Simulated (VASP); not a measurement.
Input of a VASP 6.6.1 run:

INCAR

```
SYSTEM = LaHg
PREC = Accurate
ENCUT = 520
EDIFF = 1E-7
ISMEAR = -1
SIGMA = 0.08
LREAL = .False.
LASPH = .True.
NELM = 80
ALGO = Normal
ISIF = 2
LWAVE = .False.
LCHARG = .False.
NBANDS = 18
```

Contents of KPOINTS:

```
Automatic mesh
0
Gamma
  11 11 11
  0 0 0
```

File POSCAR:

```
LaHg
1.0
    3.8370000000      0.0000000000      0.0000000000
    0.0000000000      3.8370000000      0.0000000000
    0.0000000000      0.0000000000      3.7602600000
La Hg
1 1
Direct
    0.5000000000      0.5000000000      0.5000000000
    0.0000000000      0.0000000000      0.0000000000
```

Potentials or basis: VASP PAW LDA potentials, release 64 (La, Hg).

Command:

```bash
$ cat potpaw_LDA.64/La/POTCAR potpaw_LDA.64/Hg/POTCAR > POTCAR
$ mpirun -np 1 vasp_std > vasp.out
```

**Question.** Predict the pressure.

**Answer.** -0.6 GPa.

**Question.** Estimate the band gap on the k mesh.

**Answer.** Zero (an odd number of electrons rules out a gap without spin polarisation).

Stress tensor (GPa, compression positive):
```
-0.67  0.00  0.00
 0.00 -0.67  0.00
 0.00  0.00 -0.34
```

Caveat: the cell differs from its parent crystal (zz strain of -2 %); spin-orbit coupling is left out, which moves the levels of the heavy elements.
